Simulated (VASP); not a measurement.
# F (Fm-3m) in VASP: a series of runs

Runs on F. Level: PBEsol. Tasks: single point, relaxation of cell and atoms.

Program: VASP 6.6.1. These are calculated values, not measurements. Logs are shortened: lines on timing, memory, paths and dates and some standing lists are left out, and cuts for length are marked.

## Step 1: The cell of the first run

It takes space group Fm-3m (No. 225, cubic). Conventional cell: a = 2.816 Å, b = 2.816 Å, c = 2.816 Å, α = 90.00°, β = 90.00°, γ = 90.00°. Within 2.6 Å of F (site symmetry m-3m) lie 12 F at 1.99 Å.

## Step 2: Single point, PBEsol

INCAR reads:

```
SYSTEM = F
  PREC = Accurate
  ENCUT = 600
  EDIFF = 1E-6
  ISMEAR = -1
  SIGMA = 0.08
  LREAL = .FALSE.
  LASPH = .TRUE.
  NELM = 120
  ALGO = Normal
  ISIF = 2
  LWAVE = .FALSE.
  LCHARG = .FALSE.
  GGA = PS
  NBANDS = 10
  GGA_COMPAT = .FALSE.
```

KPOINTS reads:

```
Automatic mesh
0
G
  21 21 21
  0 0 0
```

POSCAR reads:

```
F
1.0
    0.0000000000      1.4079508323      1.4079508323
    1.4079508323      0.0000000000      1.4079508323
    1.4079508323      1.4079508323      0.0000000000
F
1
Direct
    0.0000000000      0.0000000000      0.0000000000
```

Potentials or basis: VASP PAW PBE potentials, release 64 (F).

Started as:

```bash
$ cat potpaw_PBE.64/F/POTCAR > POTCAR
$ mpirun -np 1 vasp_std > vasp.out
```

OUTCAR:

```text
SYSTEM = F
   PREC = Accurate
   ENCUT = 600
   EDIFF = 1E-6
   ISMEAR = -1
   LREAL = .FALSE.
   LASPH = .TRUE.
   NELM = 120
   ISIF = 2
   GGA = PS

 ion  position               nearest neighbor table
   1  0.000  0.000  0.000-

  LATTYP: Found a face centered cubic cell.
 ALAT       =     2.8159016646

  Lattice vectors:

 A1 = (   0.0000000000,   1.4079508323,   1.4079508323)
 A2 = (   1.4079508323,   0.0000000000,   1.4079508323)
 A3 = (   1.4079508323,   1.4079508323,   0.0000000000)

Analysis of symmetry for initial positions (statically):
=====================================================================
 Subroutine PRICEL returns:
 Original cell was already a primitive cell.

 Routine SETGRP: Setting up the symmetry group for a
 face centered cubic supercell.

 Subroutine GETGRP returns: Found 48 space group operations
 (whereof 48 operations were pure point group operations)
 out of a pool of 48 trial point group operations.

The static configuration has the point symmetry O_h .

Analysis of symmetry for dynamics (positions and initial velocities):
=====================================================================
 Subroutine PRICEL returns:
 Original cell was already a primitive cell.

 Routine SETGRP: Setting up the symmetry group for a
 face centered cubic supercell.

 Subroutine GETGRP returns: Found 48 space group operations
 (whereof 48 operations were pure point group operations)
 out of a pool of 48 trial point group operations.

The dynamic configuration has the point symmetry O_h .

 Subroutine INISYM returns: Found 48 space group operations
 (whereof 48 operations are pure point group operations),
 and found     1 'primitive' translations

----------------------------------------------------------------------------------------

                                     Primitive cell

  volume of cell :       5.5820

  direct lattice vectors                    reciprocal lattice vectors
     0.000000000  1.407950832  1.407950832    -0.355126037  0.355126037  0.355126037
     1.407950832  0.000000000  1.407950832     0.355126037 -0.355126037  0.355126037
     1.407950832  1.407950832  0.000000000     0.355126037  0.355126037 -0.355126037

  length of vectors
     1.991143162  1.991143162  1.991143162     0.615096340  0.615096340  0.615096340

  position of ions in fractional coordinates (direct lattice)
     0.000000000  0.000000000  0.000000000

  ion indices of the primitive-cell ions
   primitive index   ion index
                 1           1

----------------------------------------------------------------------------------------

 KPOINTS: Automatic mesh

Automatic generation of k-mesh.
 Grid dimensions read from file:
 generate k-points for:   21   21   21

 Generating k-lattice:

  Cartesian coordinates                     Fractional coordinates (reciprocal lattice)
    -0.016910764  0.016910764  0.016910764     0.047619048  0.000000000  0.000000000
     0.016910764 -0.016910764  0.016910764     0.000000000  0.047619048  0.000000000
     0.016910764  0.016910764 -0.016910764     0.000000000  0.000000000  0.047619048

  Length of vectors
     0.029290302  0.029290302  0.029290302

  Shift w.r.t. Gamma in fractional coordinates (k-lattice)
     0.000000000  0.000000000  0.000000000

 Subroutine IBZKPT returns following result:
 ===========================================

 Found    286 irreducible k-points:

 Following reciprocal coordinates:
            Coordinates               Weight
  0.000000  0.000000  0.000000      1.000000
  0.047619  0.000000  0.000000      8.000000
  0.095238  0.000000  0.000000      8.000000
  0.142857  0.000000  0.000000      8.000000
  0.190476  0.000000  0.000000      8.000000
  0.238095  0.000000  0.000000      8.000000
[... 16 lines left out ...]
 -0.428571  0.047619  0.000000     24.000000
 -0.380952  0.047619  0.000000     24.000000
 [... further k-points ...]
   k-points           NKPTS =    286   k-points in BZ     NKDIM =    286   number of bands    NBANDS=     10
   number of dos      NEDOS =    301   number of ions     NIONS =      1
   total plane-waves  NPLWV =   4096
   dimension x,y,z NGX =    16 NGY =   16 NGZ =   16
   dimension x,y,z NGXF=    32 NGYF=   32 NGZF=   32
   ions per type =               1
   NGX,Y,Z   is equivalent  to a cutoff of  13.36, 13.36, 13.36 a.u.
   NGXF,Y,Z  is equivalent  to a cutoff of  26.72, 26.72, 26.72 a.u.
 SYSTEM =  F
   PREC   = accura    normal or accurate (medium, high low for compatibility)
   ISTART =      0    job   : 0-new  1-cont  2-samecut
   ICHARG =      2    charge: 1-file 2-atom 10-const
   ISPIN  =      1    spin polarized calculation?
   LNONCOLLINEAR =      F non collinear calculations
   LSORBIT =      F    spin-orbit coupling
   LASPH  =      T    aspherical Exc in radial PAW
   ENCUT  =  600.0 eV  44.10 Ry    6.64 a.u.   3.98  3.98  3.98*2*pi/ulx,y,z
   NELM   =    120;   NELMIN=  2; NELMDL= -5     # of ELM steps
   EDIFF  = 0.1E-05   stopping-criterion for ELM
   LREAL  =      F    real-space projection
   EDIFFG = 0.1E-04   stopping-criterion for IOM
   NSW    =      0    number of steps for IOM
   IBRION =     -1    ionic relax: 0-MD 1-quasi-New 2-CG
   NFREE  =      0    steps in history (QN), initial steepest desc. (CG)
   ISIF   =      2    stress and relaxation
   ISYM   =      2    0-nonsym 1-usesym 2-fastsym
   POTIM  = 0.5000    time-step for ionic-motion
   TEBEG  =    0.0;   TEEND  =   0.0 temperature during run
   PSTRESS=    0.0 pullay stress
   NELECT =       7.0000    total number of electrons
   NUPDOWN=      -1.0000    fix difference up-down
   EMIN   =  10.00;   EMAX   =-10.00  energy-range for DOS
   EFERMI =   0.00;   METHOD = LEGACY
   ISMEAR =    -1;   SIGMA  =   0.08  broadening in eV -4-tet -1-fermi 0-gaus
   EFERMI_NEDOS =   21; number of points for ismear=-14 and -15
   IALGO  =     38    algorithm
   IMIX   =      4    mixing-type and parameters
     AMIX     =   0.40;   BMIX     =  1.00
     AMIX_MAG =   1.60;   BMIX_MAG =  1.00
  volume/ion in A,a.u.               =       5.58        37.67
  Fermi-wavevector in a.u.,A,eV,Ry     =   1.765401  3.336124 42.404469  3.116641
  Thomas-Fermi vector in A             =   2.833189
   LORBIT       =      0    0 simple, 1 ext, 2 COOP (PROOUT), +10 PAW based schemes
   GGA     = PS    functional components
   LHFCALC =     F    Hartree Fock is set to
   AEXX    =    0.0000 exact exchange contribution
   IVDW    =     0    specifies the selected vdW correction
   LEPSILON=     F    determine dielectric tensor
   LRPA    =     F    only Hartree local field effects (RPA)
 non-spin polarized calculation
  energy-cutoff  :      600.00
  volume of cell :        5.58
 maximum number of plane-waves:       196
   NGX =  7   NGY =  7   NGZ =  7

 number of electron       7.0000007 magnetization

 Free energy of the ion-electron system (eV)
  ---------------------------------------------------
  ext. energy  EPLUGINS =         0.00000000
  ---------------------------------------------------
  free energy    TOTEN  =        -0.05679020 eV

  energy without entropy =       -0.03380413  energy(sigma->0) =       -0.04529716

 E-fermi :   3.8919     XC(G=0): -14.2960

 val. band max:        3.8777782347   @ k =   0.3810   0.0952   0.0476
 cond. band min:       3.8976841009   @ k =   0.2381   0.1905   0.0000
 fundamental gap:      0.0199058662
 Fermi energy:         3.8919487861

 k-point     1 :       0.0000    0.0000    0.0000
  band No.  band energies     occupation
      1     -23.6405      2.00000
      2       5.2415      0.00000
      3       5.2415      0.00000
      4       5.2415      0.00000
      5      25.6169      0.00000
      6      46.7793      0.00000
      7      46.7794      0.00000
      8      46.7794      0.00000
      9      52.2909      0.00000
     10      62.1863      0.00000

 k-point     2 :       0.0476    0.0000    0.0000
  band No.  band energies     occupation
      1     -23.5573      2.00000
      2       5.0098      0.00000
      3       5.2176      0.00000
      4       5.2176      0.00000
      5      25.7695      0.00000
      6      45.4394      0.00000
      7      46.8775      0.00000
      8      46.8775      0.00000
      9      53.7633      0.00000
     10      59.9165      0.00000

 k-point     3 :       0.0952    0.0000    0.0000
  band No.  band energies     occupation
      1     -23.3097      2.00000
      2       4.3421      0.00717
      3       5.1487      0.00000
      4       5.1487      0.00000
      5      26.1998      0.00000
      6      43.1096      0.00000
      7      47.1197      0.00000
      8      47.1197      0.00000
      9      55.9523      0.00000
     10      57.7939      0.00000

 k-point     4 :       0.1429    0.0000    0.0000
  band No.  band energies     occupation
      1     -22.9039      2.00000
      2       3.3096      1.99862
      3       5.0424      0.00000
      4       5.0424      0.00000
      5      26.8350      0.00000
      6      40.8416      0.00000
      7      47.3321      0.00000
      8      47.3321      0.00000
      9      55.9033      0.00000
     10      56.3277      0.00000
[... 222 lines left out ...]
 k-point    22 :      -0.4762    0.0476    0.0000
  band No.  band energies     occupation
      1     -18.1330      2.00000
      2      -5.5057      2.00000
      3       4.0592      0.22012
      4       4.2192      0.03290
      5      30.2385      0.00000
      6      33.6395      0.00000
      7      42.7561      0.00000
      8      43.8095      0.00000
      9      51.9297      0.00000
     10      66.4444      0.00000

 k-point    23 :      -0.4286    0.0476    0.0000
  band No.  band energies     occupation
      1     -18.3961      2.00000
      2      -5.1112      2.00000
      3       4.0427      0.26376
      4       4.2908      0.01358
      5      30.1967      0.00000
      6      33.7596      0.00000
      7      42.8945      0.00000
      8      43.9513      0.00000
      9      52.0280      0.00000
     10      64.1212      0.00000

 k-point    24 :      -0.3810    0.0476    0.0000
  band No.  band energies     occupation
      1     -18.9772      2.00000
      2      -4.2094      2.00000
      3       4.0719      0.19082
      4       4.3970      0.00362
      5      30.0551      0.00000
      6      34.0787      0.00000
      7      43.2181      0.00000
      8      44.3490      0.00000
      9      52.2772      0.00000
     10      61.4223      0.00000

 [... further k-points ...]

------------------------ aborting loop because EDIFF is reached ----------------------------------------

  FORCE on cell =-STRESS in cart. coord.  units (eV):
  Direction    XX          YY          ZZ          XY          YZ          ZX
  --------------------------------------------------------------------------------------
  -------------------------------------------------------------------------------------
  Total        4.5033598      4.5033598      4.5033598      0.0000000      0.0000000      0.0000000
  in kB     1292.5720794   1292.5720794   1292.5720794      0.0000000      0.0000000      0.0000000
  external PRESSURE =    1292.5720794 kB  Pullay stress =       0.0000000 kB

 VOLUME and BASIS-vectors are now :
 -----------------------------------------------------------------------------
  energy-cutoff  :      600.00
  volume of cell :        5.58
      direct lattice vectors                 reciprocal lattice vectors
     0.000000000  1.407950832  1.407950832    -0.355126037  0.355126037  0.355126037
     1.407950832  0.000000000  1.407950832     0.355126037 -0.355126037  0.355126037
     1.407950832  1.407950832  0.000000000     0.355126037  0.355126037 -0.355126037

 POSITION                                       TOTAL-FORCE (eV/Angst)
 -----------------------------------------------------------------------------------
      0.00000      0.00000      0.00000        -0.000000     -0.000000     -0.000000
 -----------------------------------------------------------------------------------
    total drift:                               -0.000000      0.000000      0.000000

  FREE ENERGIE OF THE ION-ELECTRON SYSTEM (eV)
  ---------------------------------------------------
  free  energy   TOTEN  =        -0.0567901961 eV

  energy  without entropy=       -0.0338041323  energy(sigma->0) =       -0.04529716
```

Run time: 16 s. Hardware: 1 thread of AMD EPYC 7R13 (Zen 3), shared host; peak memory 0.09 GiB.

Results:

```yaml
Free_energy: -0.0568 eV
Pressure: 129.3 GPa
Band_gap_on_the_k_mesh: zero (an odd number of electrons rules out a gap without spin polarisation)
```

Levels at points of the mesh, in eV from the Fermi level:
```csv
k point,band 1,band 2,band 3,band 4,band 5,band 6,band 7,band 8,band 9
"(0.00, 0.00, 0.00)",-27.53,1.35,1.35,1.35,21.72,42.89,42.89,42.89,48.40
```

Caveat: the cell stands under pressure; the PAW data sets were made with another functional, which shifts forces and pressure a little; an odd number of electrons without spin polarisation forces a metal; a magnetic or distorted state may lie lower.

## Step 3: Single point, PBEsol

This run uses another cell than the first one, of 9.23 Å³/atom.

INCAR reads:

```
ALGO = Normal
EDIFF = 1E-6
ENCUT = 600
GGA = PS
GGA_COMPAT = F
ISIF = 2
ISMEAR = -1
LASPH = T
LCHARG = T
LELF = T
LREAL = F
LVHAR = T
LWAVE = F
NBANDS = 10
NELM = 120
PREC = Accurate
SIGMA = 0.08
```

KPOINTS reads:

```
k-points
0
Gamma
  18 18 18
```

POSCAR reads:

```
F
1.0
    0.0000000000      1.6648575912      1.6648575912
    1.6648575912      0.0000000000      1.6648575912
    1.6648575912      1.6648575912      0.0000000000
F
1
Direct
    0.0000000000      0.0000000000      0.0000000000
```

Potentials or basis: VASP PAW PBE potentials, release 64 (F).

Started as:

```bash
$ cat potpaw_PBE.64/F/POTCAR > POTCAR
$ mpirun -np 1 vasp_std > vasp.out
```

Wall time 14 s (1 thread of AMD EPYC 7R13 (Zen 3), shared host); peak memory 0.1 GiB.

The run converged. Its results:

* Free energy: -0.9492 eV
* Pressure: -0.6 GPa
* Band gap on the k mesh: zero (an odd number of electrons rules out a gap without spin polarisation)

Levels at points of the mesh, in eV from the Fermi level:
```
           k point  band 2  band 3  band 4  band 5  band 6  band 7
(0.00, 0.00, 0.00)    0.62    0.62    0.62   14.34   36.10   36.10
(0.50, 0.00, 0.00)   -4.57    0.16    0.16   21.08   22.62   33.85
(0.50, 0.50, 0.00)   -3.91   -0.89   -0.89   18.98   24.47   26.40
```

Caveat: the PAW data sets were made with another functional, which shifts forces and pressure a little; an odd number of electrons without spin polarisation forces a metal; a magnetic or distorted state may lie lower.

## Step 4: Relaxation of cell and atoms, PBEsol, target pressure 130 GPa, at which the enthalpy is minimised

This run uses another cell than the first one, of 5.57 Å³/atom.

INCAR reads:

```
SYSTEM = F
PREC = Accurate
ENCUT = 600
EDIFF = 1E-7
ISMEAR = -1
SIGMA = 0.08
LREAL = .False.
LASPH = .True.
NELM = 120
ALGO = Normal
ISIF = 3
LWAVE = .False.
LCHARG = .False.
GGA = PS
IBRION = 2
NSW = 60
EDIFFG = -0.005
PSTRESS = 1300.0
GGA_COMPAT = .False.
NELMIN = 4
```

KPOINTS reads:

```
regular mesh
0
Gamma
  21 21 21
  0 0 0
```

POSCAR reads:

```
F
1.0
    0.0000000000      1.4065317112      1.4065317112
    1.4065317112      0.0000000000      1.4065317112
    1.4065317112      1.4065317112      0.0000000000
F
1
Direct
    0.0000000000      0.0000000000      0.0000000000
```

Started as:

```bash
$ cat potpaw_PBE.64/F/POTCAR > POTCAR
$ mpirun -np 1 vasp_std > vasp.out
```

Run time: 15 s. Hardware: 1 thread of AMD EPYC 7R13 (Zen 3), shared host; peak memory 0.08 GiB.

The run converged. Its results:

- Free energy: -0.0506 eV
- Relaxed volume: 5.57 Å³/atom
- Relaxed cell: a = 1.990 Å, b = 1.990 Å, c = 1.990 Å, α = 60.00°, β = 60.00°, γ = 60.00°
- Space group after relaxing (to 0.1 Å): Fm-3m (No. 225)
- Energy change on relaxing (the run minimises the enthalpy): -7.7 meV/atom
- Ionic steps: 3
- Pressure after relaxing: 130.0 GPa
- Band gap on the k mesh: zero (an odd number of electrons rules out a gap without spin polarisation)

Step by step:
```
step  energy change (eV)  largest force (eV/Å)  pressure (GPa)  volume (Å³)
   1              0.0000                0.0000          130.99         5.57
   2             -0.0225                0.0000          128.09         5.59
   3             -0.0077                0.0000          130.00         5.57
```

Final structure:
```yaml
crystal:
  lattice:
    - [0.00000, 1.40732, 1.40732]
    - [1.40732, 0.00000, 1.40732]
    - [1.40732, 1.40732, 0.00000]
  atoms:
    - { symbol: F, position: [0.00000, 0.00000, 0.00000] }
```

Levels at points of the mesh, in eV from the Fermi level:
```tsv
k point	band 1	band 2	band 3	band 4	band 5	band 6	band 7
(0.00, 0.00, 0.00)	-27.55	1.35	1.35	1.35	21.75	42.91	42.91
```

Caveat: the cell is relaxed towards a set pressure, so the run minimises the enthalpy, not the energy; the PAW data sets were made with another functional, which shifts forces and pressure a little; an odd number of electrons without spin polarisation forces a metal; a magnetic or distorted state may lie lower.

## Step 5: Relaxation of cell and atoms, PBEsol, target pressure 130 GPa, at which the enthalpy is minimised

INCAR reads:

```
PREC = Accurate
ENCUT = 600
EDIFF = 1E-7
ISMEAR = -1
SIGMA = 0.08
LREAL = False
LASPH = True
NELM = 120
ALGO = Normal
ISIF = 3
LWAVE = False
LCHARG = False
GGA = PS
IBRION = 2
NSW = 32
EDIFFG = -0.005
PSTRESS = 1300.0
GGA_COMPAT = False
NELMIN = 4
```

KPOINTS reads:

```
Automatic mesh
0
Gamma
  21 21 21
```

POSCAR reads:

```
F
1.0
    0.0000000000      1.4083379687      1.4083379687
    1.4083379687      0.0000000000      1.4083379687
    1.4083379687      1.4083379687      0.0000000000
F
1
Direct
    0.0000000000      0.0000000000      0.0000000000
```

Started as:

```bash
$ cat potpaw_PBE.64/F/POTCAR > POTCAR
$ mpirun -np 1 vasp_std > vasp.out
```

Run time: 18 s. Hardware: 1 thread of AMD EPYC 7R13 (Zen 3), shared host; peak memory 0.08 GiB.

It converged, with:

```
Free energy                                                : -0.0507 eV
Relaxed volume                                             : 5.57 Å³/atom
Relaxed cell                                               : a = 1.990 Å, b = 1.990 Å, c = 1.990 Å, α = 60.00°, β = 60.00°, γ = 60.00°
Space group after relaxing (to 0.1 Å)                      : Fm-3m (No. 225)
Energy change on relaxing (the run minimises the enthalpy) : +9.9 meV/atom
Ionic steps                                                : 3
Pressure after relaxing                                    : 130.0 GPa
Band gap on the k mesh                                     : zero (an odd number of electrons rules out a gap without spin polarisation)
```

Step by step:
| step | energy change (eV) | largest force (eV/Å) | pressure (GPa) | volume (Å³) |
| --- | --- | --- | --- | --- |
| 1 | 0.0000 | 0.0000 | 128.74 | 5.59 |
| 2 | 0.0289 | 0.0000 | 132.45 | 5.55 |
| 3 | 0.0099 | 0.0000 | 130.00 | 5.57 |

Final structure:
```
CELL_PARAMETERS angstrom
0.00000 1.40731 1.40731
1.40731 0.00000 1.40731
1.40731 1.40731 0.00000
ATOMIC_POSITIONS crystal
F 0.00000 0.00000 0.00000
```

Levels at points of the mesh, in eV from the Fermi level:
| k point | band 1 | band 2 | band 3 | band 4 | band 5 | band 6 | band 7 |
| --- | --- | --- | --- | --- | --- | --- | --- |
| (0.00, 0.00, 0.00) | -27.55 | 1.35 | 1.35 | 1.35 | 21.75 | 42.91 | 42.91 |

Caveat: the cell is relaxed towards a set pressure, so the run minimises the enthalpy, not the energy; the PAW data sets were made with another functional, which shifts forces and pressure a little; an odd number of electrons without spin polarisation forces a metal; a magnetic or distorted state may lie lower.

## Step 6: The runs side by side

```tsv
task	cell	k mesh	gap on the mesh (eV)	pressure (GPa)
single point	a = 1.991 Å, angles 60.0°, 1 atom	21 × 21 × 21	none	129.3
single point	a = 2.354 Å, angles 60.0°, 1 atom	18 × 18 × 18	none	-0.6
relaxation of cell and atoms	relaxed to 130 GPa from a = 1.989 Å, angles 60.0°, 1 atom	21 × 21 × 21	none	130.0
relaxation of cell and atoms	relaxed to 130 GPa from a = 1.992 Å, angles 60.0°, 1 atom	21 × 21 × 21	none	130.0
```

Alike in all rows: level PBEsol; potentials or basis VASP PAW PBE potentials, release 64 (F); no spin polarisation; cutoff (eV) 600; smearing fermi-dirac 0.08 eV.

Caveats: the PAW data sets were made with another functional, which shifts forces and pressure a little; an odd number of electrons without spin polarisation forces a metal; a magnetic or distorted state may lie lower; the cell is relaxed towards a set pressure, so the run minimises the enthalpy, not the energy (at least some runs); the cell stands under pressure (at least some runs).

Total energies depend on the potentials used, so only differences within one code and one set of settings carry meaning.
